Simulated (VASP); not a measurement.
# MgS (F-43m) in VASP: further runs

The runs below take MgS through single point, with HSE06.

Program: VASP 6.6.1. These are calculated values, not measurements. Logs are shortened: lines on timing, memory, paths and dates and some standing lists are left out, and cuts for length are marked.

## 1. The cell of the first run

The structure is cubic, space group F-43m (No. 216). Conventional cell: a = 5.741 Å, b = 5.741 Å, c = 5.741 Å, α = 90.00°, β = 90.00°, γ = 90.00°. S (site symmetry -43m) has 4 Mg at 2.49 Å within 3.3 Å. Mg (site symmetry -43m) has 4 S at 2.49 Å within 3.3 Å.

## 2. Single point, HSE06

Input file POSCAR:

```
MgS
1.0
    0.0000000000      2.8704022176      2.8704022176
    2.8704022176      0.0000000000      2.8704022176
    2.8704022176      2.8704022176      0.0000000000
S Mg
1 1
Direct
    0.2500000000      0.2500000000      0.2500000000
    0.0000000000      0.0000000000      0.0000000000
```

Input file INCAR.step1:

```
PREC = Accurate
ENCUT = 520
EDIFF = 1E-5
ISMEAR = -1
SIGMA = 0.05
LREAL = False
LASPH = True
NELM = 60
ALGO = Normal
ISIF = 2
LWAVE = True
GGA = PE
NBANDS = 11
```

Input file INCAR.step2:

```
PREC = Accurate
ENCUT = 520
EDIFF = 1E-6
ISMEAR = -1
SIGMA = 0.05
LREAL = False
LASPH = True
NELM = 60
ALGO = Normal
ISIF = 2
LWAVE = False
LCHARG = True
GGA = PE
LHFCALC = True
HFSCREEN = 0.2079
PRECFOCK = Normal
LELF = True
LVHAR = True
ISTART = 1
NBANDS = 11
```

Input file KPOINTS:

```
regular mesh
0
Gamma
  6 6 6
```

Potentials or basis: VASP PAW PBE potentials, release 64 (S, Mg).

On the command line:

```console
> cat potpaw_PBE.64/S/POTCAR potpaw_PBE.64/Mg/POTCAR > POTCAR
> cp INCAR.step1 INCAR
> mpirun -np 1 vasp_std > vasp.out
> cp INCAR.step2 INCAR
> mpirun -np 1 vasp_std > vasp.out
```

OUTCAR:

```text
PREC = Accurate
   ENCUT = 520
   EDIFF = 1E-6
   ISMEAR = -1
   LREAL = False
   LASPH = True
   NELM = 60
   ISIF = 2
   GGA = PE
   LHFCALC = True
   HFSCREEN = 0.2079
   PRECFOCK = Normal
   ISTART = 1

 ion  position               nearest neighbor table
   1  0.250  0.250  0.250-   2 2.49   2 2.49   2 2.49   2 2.49
   2  0.000  0.000  0.000-   1 2.49   1 2.49   1 2.49   1 2.49

  LATTYP: Found a face centered cubic cell.
 ALAT       =     5.7408044352

  Lattice vectors:

 A1 = (   0.0000000000,   2.8704022176,   2.8704022176)
 A2 = (   2.8704022176,   0.0000000000,   2.8704022176)
 A3 = (   2.8704022176,   2.8704022176,   0.0000000000)

Analysis of symmetry for initial positions (statically):
=====================================================================
 Subroutine PRICEL returns:
 Original cell was already a primitive cell.

 Routine SETGRP: Setting up the symmetry group for a
 face centered cubic supercell.

 Subroutine GETGRP returns: Found 24 space group operations
 (whereof 24 operations were pure point group operations)
 out of a pool of 48 trial point group operations.

The static configuration has the point symmetry T_d .

Analysis of symmetry for dynamics (positions and initial velocities):
=====================================================================
 Subroutine PRICEL returns:
 Original cell was already a primitive cell.

 Routine SETGRP: Setting up the symmetry group for a
 face centered cubic supercell.

 Subroutine GETGRP returns: Found 24 space group operations
 (whereof 24 operations were pure point group operations)
 out of a pool of 48 trial point group operations.

The dynamic configuration has the point symmetry T_d .

 Subroutine INISYM returns: Found 24 space group operations
 (whereof 24 operations are pure point group operations),
 and found     1 'primitive' translations

----------------------------------------------------------------------------------------

                                     Primitive cell

  volume of cell :      47.2997

  direct lattice vectors                    reciprocal lattice vectors
     0.000000000  2.870402218  2.870402218    -0.174191616  0.174191616  0.174191616
[... 86 lines left out ...]
   TEBEG  =    0.0;   TEEND  =   0.0 temperature during run
   PSTRESS=    0.0 pullay stress
   NELECT =       8.0000    total number of electrons
   NUPDOWN=      -1.0000    fix difference up-down
   EMIN   =  10.00;   EMAX   =-10.00  energy-range for DOS
   EFERMI =   0.00;   METHOD = LEGACY
   ISMEAR =    -1;   SIGMA  =   0.05  broadening in eV -4-tet -1-fermi 0-gaus
   EFERMI_NEDOS =   21; number of points for ismear=-14 and -15
   IALGO  =     38    algorithm
   IMIX   =      1    mixing-type and parameters
     AMIX     =   0.40;   BMIX     =  1.00
     AMIX_MAG =   1.60;   BMIX_MAG =  1.00
  volume/ion in A,a.u.               =      23.65       159.60
  Fermi-wavevector in a.u.,A,eV,Ry     =   0.905355  1.710872 11.152247  0.819667
  Thomas-Fermi vector in A             =   2.028912
   LORBIT       =      0    0 simple, 1 ext, 2 COOP (PROOUT), +10 PAW based schemes
   GGA     = PE    functional components
   LHFCALC =     T    Hartree Fock is set to
   PRECFOCK=normal    Normal, Fast or Accurate (Low or Medium for compatibility)
   ENCUT4O =  -1.0   cutoff for four orbital integrals eV
   NKREDX  =     1    reduce k-point grid by
   NKREDY  =     1    reduce k-point grid by
   NKREDZ  =     1    reduce k-point grid by
   AEXX    =    0.2500 exact exchange contribution
   HFSCREEN=    0.2079 screening length (either q_TF or 0.3 A-1)
   HFSCREENC=   0.2079 screening length for correlation (either q_TF or 0.3 A-1)
   ENCUTFOCK=  -1.0 apply spherical cutoff to Coloumb kernel
   IVDW    =     0    specifies the selected vdW correction
   LEPSILON=     F    determine dielectric tensor
   LRPA    =     F    only Hartree local field effects (RPA)
 non-spin polarized calculation
  energy-cutoff  :      520.00
  volume of cell :       47.30
 maximum number of plane-waves:      1303
  NGX = 24; NGY = 24; NGZ = 24

 number of electron       8.0000000 magnetization

 Free energy of the ion-electron system (eV)
  ---------------------------------------------------
  ext. energy  EPLUGINS =         0.00000000
  ---------------------------------------------------
  free energy    TOTEN  =        -9.83026269 eV

  energy without entropy =       -9.83026269  energy(sigma->0) =       -9.83026269

 E-fermi :   1.1128     XC(G=0):  -6.8946

 val. band max:        0.0839288511   @ k =   0.0000   0.0000   0.0000
 cond. band min:       4.3751777951   @ k =   0.0000   0.0000   0.0000
 fundamental gap:      4.2912489440
 Fermi energy:         1.1128445412

 k-point     1 :       0.0000    0.0000    0.0000
  band No.  band energies     occupation
      1     -12.1972      2.00000
      2       0.0839      2.00000
      3       0.0839      2.00000
      4       0.0839      2.00000
      5       4.3752      0.00000
      6       9.1460      0.00000
      7       9.1460      0.00000
      8       9.1460      0.00000
      9      12.1769      0.00000
     10      12.1769      0.00000
     11      14.7688      0.00000
[... 197 lines left out ...]
 k-point    16 :      -0.3333    0.5000    0.1667
  band No.  band energies     occupation
      1     -11.2835      2.00000
      2      -2.5253      2.00000
      3      -1.5167      2.00000
      4      -1.1965      2.00000
      5       6.0651      0.00000
      6       7.9709      0.00000
      7      10.5688      0.00000
      8      10.5785      0.00000
      9      13.7265      0.00000
     10      15.1253      0.00000
     11      15.3080      0.00000

------------------------ aborting loop because EDIFF is reached ----------------------------------------

  FORCE on cell =-STRESS in cart. coord.  units (eV):
  Direction    XX          YY          ZZ          XY          YZ          ZX
  --------------------------------------------------------------------------------------
  -------------------------------------------------------------------------------------
  Total       -0.7125562     -0.7125562     -0.7125562     -0.0000000      0.0000000     -0.0000000
  in kB      -24.1363416    -24.1363416    -24.1363416     -0.0000000      0.0000000     -0.0000000
  external PRESSURE =     -24.1363416 kB  Pullay stress =       0.0000000 kB

 VOLUME and BASIS-vectors are now :
 -----------------------------------------------------------------------------
  energy-cutoff  :      520.00
  volume of cell :       47.30
      direct lattice vectors                 reciprocal lattice vectors
     0.000000000  2.870402218  2.870402218    -0.174191616  0.174191616  0.174191616
     2.870402218  0.000000000  2.870402218     0.174191616 -0.174191616  0.174191616
     2.870402218  2.870402218  0.000000000     0.174191616  0.174191616 -0.174191616

 POSITION                                       TOTAL-FORCE (eV/Angst)
 -----------------------------------------------------------------------------------
      1.43520      1.43520      1.43520         0.000000      0.000000      0.000000
      0.00000      0.00000      0.00000        -0.000000     -0.000000     -0.000000
 -----------------------------------------------------------------------------------
    total drift:                               -0.000000     -0.000001     -0.000000

  FREE ENERGIE OF THE ION-ELECTRON SYSTEM (eV)
  ---------------------------------------------------
  free  energy   TOTEN  =        -9.8302626858 eV

  energy  without entropy=       -9.8302626857  energy(sigma->0) =       -9.83026269
```

OUTCAR.step1:

```text
PREC = Accurate
   ENCUT = 520
   EDIFF = 1E-5
   ISMEAR = -1
   LREAL = False
[... 434 lines left out ...]
      1.43520      1.43520      1.43520        -0.000000     -0.000000     -0.000000
      0.00000      0.00000      0.00000         0.000000      0.000000      0.000000
 -----------------------------------------------------------------------------------
    total drift:                               -0.000000     -0.000000     -0.000000

  FREE ENERGIE OF THE ION-ELECTRON SYSTEM (eV)
  ---------------------------------------------------
  free  energy   TOTEN  =        -8.4675047005 eV

  energy  without entropy=       -8.4675047004  energy(sigma->0) =       -8.46750470
```

It took 12 min on 1 thread of AMD EPYC 7R13 (Zen 3), shared host; peak memory 0.26 GiB.

What came out:

```
Free energy            : -9.8303 eV
Pressure               : -2.4 GPa
Band gap on the k mesh : 4.29 eV, direct
```

Caveat: the PAW data sets were made with another functional, which shifts forces and pressure a little.

## 3. Single point, HSE06

This run uses another cell than the first one, of 21.83 Å³/atom, 0.923 times its volume.

Input file POSCAR:

```
MgS
1.0
    0.0000000000      2.7948299470      2.7948299470
    2.7948299470      0.0000000000      2.7948299470
    2.7948299470      2.7948299470      0.0000000000
S Mg
1 1
Direct
    0.2500000000      0.2500000000      0.2500000000
    0.0000000000      0.0000000000      0.0000000000
```

Input file INCAR.step1:

```
  PREC = Accurate
  ENCUT = 520
  EDIFF = 1E-5
  ISMEAR = -1
  SIGMA = 0.05
  LREAL = False
  LASPH = True
  NELM = 100
  ALGO = Normal
  ISIF = 2
  LWAVE = True
  LCHARG = False
  GGA = PE
  NBANDS = 11
```

Input file INCAR.step2:

```
  PREC = Accurate
  ENCUT = 520
  EDIFF = 1E-6
  ISMEAR = -1
  SIGMA = 0.05
  LREAL = False
  LASPH = True
  NELM = 100
  ALGO = Normal
  ISIF = 2
  LWAVE = False
  LCHARG = False
  GGA = PE
  LHFCALC = True
  HFSCREEN = 0.2079
  PRECFOCK = Normal
  ISTART = 1
  NBANDS = 11
```

KPOINTS is that of step 2.

Potentials or basis: VASP PAW PBE potentials, release 64 (S, Mg).

On the command line:

```console
> cat potpaw_PBE.64/S/POTCAR potpaw_PBE.64/Mg/POTCAR > POTCAR
> cp INCAR.step1 INCAR
> mpirun -np 1 vasp_std > vasp.out
> cp INCAR.step2 INCAR
> mpirun -np 1 vasp_std > vasp.out
```

OUTCAR:

```text
PREC = Accurate
   ENCUT = 520
   EDIFF = 1E-6
   ISMEAR = -1
   LREAL = False
   LASPH = True
   NELM = 100
   ISIF = 2
   GGA = PE
   LHFCALC = True
   HFSCREEN = 0.2079
   PRECFOCK = Normal
   ISTART = 1

 ion  position               nearest neighbor table
   1  0.250  0.250  0.250-   2 2.42   2 2.42   2 2.42   2 2.42
   2  0.000  0.000  0.000-   1 2.42   1 2.42   1 2.42   1 2.42

  LATTYP: Found a face centered cubic cell.
 ALAT       =     5.5896598940

  Lattice vectors:

 A1 = (   0.0000000000,   2.7948299470,   2.7948299470)
 A2 = (   2.7948299470,   0.0000000000,   2.7948299470)
 A3 = (   2.7948299470,   2.7948299470,   0.0000000000)

Analysis of symmetry for initial positions (statically):
=====================================================================
 Subroutine PRICEL returns:
 Original cell was already a primitive cell.

 Routine SETGRP: Setting up the symmetry group for a
 face centered cubic supercell.

 Subroutine GETGRP returns: Found 24 space group operations
 (whereof 24 operations were pure point group operations)
 out of a pool of 48 trial point group operations.

The static configuration has the point symmetry T_d .

Analysis of symmetry for dynamics (positions and initial velocities):
=====================================================================
 Subroutine PRICEL returns:
 Original cell was already a primitive cell.

 Routine SETGRP: Setting up the symmetry group for a
 face centered cubic supercell.

 Subroutine GETGRP returns: Found 24 space group operations
 (whereof 24 operations were pure point group operations)
 out of a pool of 48 trial point group operations.

The dynamic configuration has the point symmetry T_d .

 Subroutine INISYM returns: Found 24 space group operations
 (whereof 24 operations are pure point group operations),
 and found     1 'primitive' translations

----------------------------------------------------------------------------------------

                                     Primitive cell

  volume of cell :      43.6612

  direct lattice vectors                    reciprocal lattice vectors
     0.000000000  2.794829947  2.794829947    -0.178901761  0.178901761  0.178901761
     2.794829947  0.000000000  2.794829947     0.178901761 -0.178901761  0.178901761
     2.794829947  2.794829947  0.000000000     0.178901761  0.178901761 -0.178901761

  length of vectors
     3.952486416  3.952486416  3.952486416     0.309866940  0.309866940  0.309866940

  position of ions in fractional coordinates (direct lattice)
     0.250000000  0.250000000  0.250000000
     0.000000000  0.000000000  0.000000000

  ion indices of the primitive-cell ions
   primitive index   ion index
                 1           1
                 2           2

----------------------------------------------------------------------------------------

 KPOINTS: regular mesh

Automatic generation of k-mesh.
 Grid dimensions read from file:
 generate k-points for:    6    6    6

 Generating k-lattice:
[... 36 lines left out ...]
   number of dos      NEDOS =    301   number of ions     NIONS =      2
   total plane-waves  NPLWV =  27000
   dimension x,y,z NGX =    30 NGY =   30 NGZ =   30
   dimension x,y,z NGXF=    60 NGYF=   60 NGZF=   60
   ions per type =               1   1
   NGX,Y,Z   is equivalent  to a cutoff of  12.62, 12.62, 12.62 a.u.
   NGXF,Y,Z  is equivalent  to a cutoff of  25.24, 25.24, 25.24 a.u.
 SYSTEM =  unknown system
   PREC   = accura    normal or accurate (medium, high low for compatibility)
   ISTART =      1    job   : 0-new  1-cont  2-samecut
   ICHARG =      0    charge: 1-file 2-atom 10-const
   ISPIN  =      1    spin polarized calculation?
   LNONCOLLINEAR =      F non collinear calculations
   LSORBIT =      F    spin-orbit coupling
   LASPH  =      T    aspherical Exc in radial PAW
   ENCUT  =  520.0 eV  38.22 Ry    6.18 a.u.   7.35  7.35  7.35*2*pi/ulx,y,z
   NELM   =    100;   NELMIN=  2; NELMDL=  0     # of ELM steps
   EDIFF  = 0.1E-05   stopping-criterion for ELM
   LREAL  =      F    real-space projection
   EDIFFG = 0.1E-04   stopping-criterion for IOM
   NSW    =      0    number of steps for IOM
   IBRION =     -1    ionic relax: 0-MD 1-quasi-New 2-CG
   NFREE  =      0    steps in history (QN), initial steepest desc. (CG)
   ISIF   =      2    stress and relaxation
   ISYM   =      3    0-nonsym 1-usesym 2-fastsym
   POTIM  = 0.5000    time-step for ionic-motion
   TEBEG  =    0.0;   TEEND  =   0.0 temperature during run
   PSTRESS=    0.0 pullay stress
   NELECT =       8.0000    total number of electrons
   NUPDOWN=      -1.0000    fix difference up-down
   EMIN   =  10.00;   EMAX   =-10.00  energy-range for DOS
   EFERMI =   0.00;   METHOD = LEGACY
   ISMEAR =    -1;   SIGMA  =   0.05  broadening in eV -4-tet -1-fermi 0-gaus
   EFERMI_NEDOS =   21; number of points for ismear=-14 and -15
   IALGO  =     38    algorithm
   IMIX   =      1    mixing-type and parameters
     AMIX     =   0.40;   BMIX     =  1.00
     AMIX_MAG =   1.60;   BMIX_MAG =  1.00
  volume/ion in A,a.u.               =      21.83       147.32
  Fermi-wavevector in a.u.,A,eV,Ry     =   0.929835  1.757134 11.763515  0.864594
  Thomas-Fermi vector in A             =   2.056160
   LORBIT       =      0    0 simple, 1 ext, 2 COOP (PROOUT), +10 PAW based schemes
   GGA     = PE    functional components
   LHFCALC =     T    Hartree Fock is set to
   PRECFOCK=normal    Normal, Fast or Accurate (Low or Medium for compatibility)
   ENCUT4O =  -1.0   cutoff for four orbital integrals eV
   NKREDX  =     1    reduce k-point grid by
   NKREDY  =     1    reduce k-point grid by
   NKREDZ  =     1    reduce k-point grid by
   AEXX    =    0.2500 exact exchange contribution
   HFSCREEN=    0.2079 screening length (either q_TF or 0.3 A-1)
   HFSCREENC=   0.2079 screening length for correlation (either q_TF or 0.3 A-1)
   ENCUTFOCK=  -1.0 apply spherical cutoff to Coloumb kernel
   IVDW    =     0    specifies the selected vdW correction
   LEPSILON=     F    determine dielectric tensor
   LRPA    =     F    only Hartree local field effects (RPA)
 non-spin polarized calculation
  energy-cutoff  :      520.00
  volume of cell :       43.66
 maximum number of plane-waves:      1243
 NGX is ok and might be reduce to    30
  NGX = 24; NGY = 24; NGZ = 24

 number of electron       8.0000000 magnetization

 Free energy of the ion-electron system (eV)
  ---------------------------------------------------
  ext. energy  EPLUGINS =         0.00000000
  ---------------------------------------------------
  free energy    TOTEN  =        -9.83405492 eV

  energy without entropy =       -9.83405492  energy(sigma->0) =       -9.83405492

 E-fermi :   1.5798     XC(G=0):  -7.1374

 val. band max:        0.5702977450   @ k =   0.0000   0.0000   0.0000
 cond. band min:       5.2902937786   @ k =   0.0000   0.0000   0.0000
 fundamental gap:      4.7199960336
 Fermi energy:         1.5798223568

 k-point     1 :       0.0000    0.0000    0.0000
  band No.  band energies     occupation
      1     -11.9932      2.00000
      2       0.5703      2.00000
      3       0.5703      2.00000
      4       0.5703      2.00000
      5       5.2903      0.00000
      6       9.8648      0.00000
      7       9.8648      0.00000
      8       9.8648      0.00000
      9      12.8626      0.00000
     10      12.8626      0.00000
     11      15.9474      0.00000
[... 197 lines left out ...]
 k-point    16 :      -0.3333    0.5000    0.1667
  band No.  band energies     occupation
      1     -10.9058      2.00000
      2      -2.2467      2.00000
      3      -1.1972      2.00000
      4      -0.8484      2.00000
      5       6.5841      0.00000
      6       8.7021      0.00000
      7      11.4532      0.00000
      8      11.5548      0.00000
      9      14.9442      0.00000
     10      16.2068      0.00000
     11      16.2555      0.00000

------------------------ aborting loop because EDIFF is reached ----------------------------------------

  FORCE on cell =-STRESS in cart. coord.  units (eV):
  Direction    XX          YY          ZZ          XY          YZ          ZX
  --------------------------------------------------------------------------------------
  -------------------------------------------------------------------------------------
  Total        0.6386920      0.6386920      0.6386920      0.0000000      0.0000000     -0.0000000
  in kB       23.4372109     23.4372109     23.4372109      0.0000000      0.0000000     -0.0000000
  external PRESSURE =      23.4372109 kB  Pullay stress =       0.0000000 kB

 VOLUME and BASIS-vectors are now :
 -----------------------------------------------------------------------------
  energy-cutoff  :      520.00
  volume of cell :       43.66
      direct lattice vectors                 reciprocal lattice vectors
     0.000000000  2.794829947  2.794829947    -0.178901761  0.178901761  0.178901761
     2.794829947  0.000000000  2.794829947     0.178901761 -0.178901761  0.178901761
     2.794829947  2.794829947  0.000000000     0.178901761  0.178901761 -0.178901761

 POSITION                                       TOTAL-FORCE (eV/Angst)
 -----------------------------------------------------------------------------------
      1.39741      1.39741      1.39741         0.000000      0.000000      0.000000
      0.00000      0.00000      0.00000        -0.000000     -0.000000     -0.000000
 -----------------------------------------------------------------------------------
    total drift:                                0.000001      0.000001      0.000001

  FREE ENERGIE OF THE ION-ELECTRON SYSTEM (eV)
  ---------------------------------------------------
  free  energy   TOTEN  =        -9.8340549201 eV

  energy  without entropy=       -9.8340549200  energy(sigma->0) =       -9.83405492
```

Run time: 10 min. Hardware: 1 thread of Intel Xeon 6975P-C, shared host; peak memory 0.3 GiB.

Results:

| Quantity | Value |
| --- | --- |
| Free energy | -9.8341 eV |
| Pressure | 2.3 GPa |
| Band gap on the k mesh | 4.72 eV, direct |

Caveat: the PAW data sets were made with another functional, which shifts forces and pressure a little.
